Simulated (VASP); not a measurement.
Wanted: the native input for a VASP 6.6.1 run.

```
Task                   : single point
Functional             : r2SCAN
Dispersion             : D3(BJ)
Potentials or basis    : VASP PAW PBE potentials, release 64 (Al, O, H)
Cutoff                 : 520 eV
k mesh                 : 1 × 1 × 1
Occupations            : fermi-dirac, width 0.05 eV
Spin                   : collinear spin
Dipole correction      : no
Further INCAR settings : LREAL = Auto; ALGO = Normal; EDIFF = 1e-07; NBANDS = 126
```

Al16HO24 (a cell with a defect):

```
Al O H
1.0
    -4.75400   -2.74472    4.32733
     4.75400   -2.74472    4.32733
     0.00000    5.48945    4.32733
Al O H
16 24 1
Direct
  0.35765 0.34822 0.34547
  0.15352 0.14260 0.14520
  0.63743 0.65636 0.64134
  0.85357 0.85805 0.87436
  0.85313 0.83942 0.35925
  0.64442 0.64865 0.15747
  0.14528 0.14214 0.64963
  0.35095 0.35068 0.84449
  0.84703 0.35334 0.84589
  0.64209 0.16872 0.65625
  0.14372 0.64869 0.13463
  0.35926 0.84730 0.34821
  0.36468 0.85254 0.84989
  0.14323 0.65221 0.63718
  0.64989 0.13816 0.15191
  0.86817 0.35597 0.36160
  0.41053 0.59254 0.74387
  0.74255 0.40887 0.60756
  0.59947 0.75141 0.40304
  0.58513 0.41239 0.24801
  0.25254 0.59848 0.40994
  0.40257 0.26029 0.60503
  0.90280 0.09344 0.76046
  0.25623 0.89710 0.57989
  0.10425 0.24600 0.39312
  0.09494 0.89237 0.24436
  0.75051 0.10327 0.40625
  0.89469 0.75424 0.58781
  0.90726 0.58711 0.26614
  0.24523 0.40629 0.09355
  0.09768 0.76476 0.90081
  0.09607 0.39161 0.72748
  0.73297 0.60906 0.88685
  0.89760 0.24108 0.10941
  0.40915 0.09465 0.25094
  0.74987 0.90002 0.09617
  0.60733 0.25474 0.90806
  0.58606 0.90570 0.74770
  0.24821 0.08851 0.91049
  0.40263 0.74205 0.10023
  0.93411 0.48699 0.01742
```

The input as run:

POSCAR

```
Al16HO24
1.0
   -4.7540000000     -2.7447230000      4.3273330000
    4.7540000000     -2.7447230000      4.3273330000
    0.0000000000      5.4894460000      4.3273330000
Al O H
16 24 1
Direct
    0.3576482469      0.3482246037      0.3454675477
    0.1535155991      0.1425984767      0.1451970043
    0.6374333635      0.6563647897      0.6413429603
    0.8535718183      0.8580522558      0.8743567135
    0.8531308558      0.8394160893      0.3592480058
    0.6444235802      0.6486515987      0.1574718440
    0.1452762378      0.1421420350      0.6496253982
    0.3509537050      0.3506802511      0.8444915674
    0.8470250806      0.3533355560      0.8458881730
    0.6420932025      0.1687234087      0.6562532907
    0.1437219374      0.6486861780      0.1346293924
    0.3592642798      0.8472954115      0.3482085689
    0.3646802363      0.8525430887      0.8498928410
    0.1432273778      0.6522092878      0.6371778338
    0.6498935905      0.1381561063      0.1519056983
    0.8681656757      0.3559654232      0.3616031166
    0.4105271950      0.5925423402      0.7438725190
    0.7425514120      0.4088745084      0.6075558820
    0.5994711864      0.7514063989      0.4030433633
    0.5851288964      0.4123901501      0.2480056220
    0.2525421264      0.5984823872      0.4099369146
    0.4025722153      0.2602920302      0.6050298592
    0.9027983524      0.0934378139      0.7604578529
    0.2562282390      0.8970990846      0.5798880309
    0.1042453961      0.2459997083      0.3931226928
    0.0949350882      0.8923688282      0.2443553989
    0.7505144385      0.1032700127      0.4062526201
    0.8946883303      0.7542381830      0.5878091389
    0.9072615110      0.5871100596      0.2661354207
    0.2452301773      0.4062945442      0.0935531360
    0.0976814698      0.7647618232      0.9008136600
    0.0960705008      0.3916110982      0.7274779461
    0.7329737756      0.6090570739      0.8868477692
    0.8976027062      0.2410818816      0.1094051709
    0.4091474878      0.0946544294      0.2509354695
    0.7498744433      0.9000216877      0.0961677842
    0.6073255959      0.2547383010      0.9080564059
    0.5860569691      0.9057035825      0.7477019533
    0.2482080295      0.0885109323      0.9104926579
    0.4026258338      0.7420452701      0.1002296236
   -0.0658911772      0.4869906065      0.0174154712
```

INCAR.step1

```
ALGO = Normal
EDIFF = 1E-4
ENCUT = 520
GGA = PE
ISMEAR = -1
ISPIN = 2
LASPH = T
LCHARG = F
LREAL = Auto
LWAVE = T
MAGMOM = 0 0 0 0 0 0 0 0 0 0 0 0 0 0 0 0 0 0 0 0 0 0 0 0 0 0 0 0 0 0 0 0 0 0 0 0 0 0 0 0 1
NBANDS = 126
NELM = 150
PREC = Accurate
SIGMA = 0.05
```

INCAR.step2

```
ALGO = Normal
EDIFF = 1E-7
ENCUT = 520
ISIF = 2
ISMEAR = -1
ISPIN = 2
ISTART = 1
IVDW = 12
LASPH = T
LCHARG = T
LELF = T
LMIXTAU = T
LORBIT = 11
LREAL = Auto
LVHAR = T
LWAVE = F
MAGMOM = 0 0 0 0 0 0 0 0 0 0 0 0 0 0 0 0 0 0 0 0 0 0 0 0 0 0 0 0 0 0 0 0 0 0 0 0 0 0 0 0 1
METAGGA = R2SCAN
NBANDS = 126
NELM = 150
PREC = Accurate
SIGMA = 0.05
VDW_A1 = 0.49484001
VDW_A2 = 5.73083694
VDW_S6 = 1.0
VDW_S8 = 0.78981345
```

KPOINTS

```
k-points
0
Gamma
  1 1 1
```

Potentials or basis: VASP PAW PBE potentials, release 64 (Al, O, H).

The run is started by

```sh
$ cat potpaw_PBE.64/Al/POTCAR potpaw_PBE.64/O/POTCAR potpaw_PBE.64/H/POTCAR > POTCAR
$ cp INCAR.step1 INCAR
$ mpirun -np 1 vasp_gam > vasp.out
$ cp INCAR.step2 INCAR
$ mpirun -np 1 vasp_gam > vasp.out
```

It gave:

```yaml
Pressure: 3.4 GPa
Largest_force: 3.957 eV/Å
Band_gap_on_the_k_mesh: 2.71 eV
Net_moment: 1.00 μB per cell
Site_moments: Al +0.00, -0.00 (each value once); O +0.00, -0.00, +0.06, +0.02, +0.12, +0.11 (each value once); H +0.33 μB
Valence_electrons_inside_the_program's_atomic_spheres: Al 0.71, 0.76, 0.75, 0.74, 0.72, 0.69, 0.70, 0.73 (each value once); O 5.24, 5.26, 5.29, 5.23, 5.25, 5.22, 5.18, 5.20, 5.19 (each value once); H 0.51
Dispersion_energy_per_atom: -0.111 eV
```

Caveat: the k points lie up to 0.90 Å⁻¹ apart; the atoms stand as in a frame of molecular dynamics; the PAW data sets were made with another functional, which shifts forces and pressure a little.

Run time: 8.8 min on 1 thread of AMD EPYC 7R13, on a shared host, peak memory 0.62 GiB.
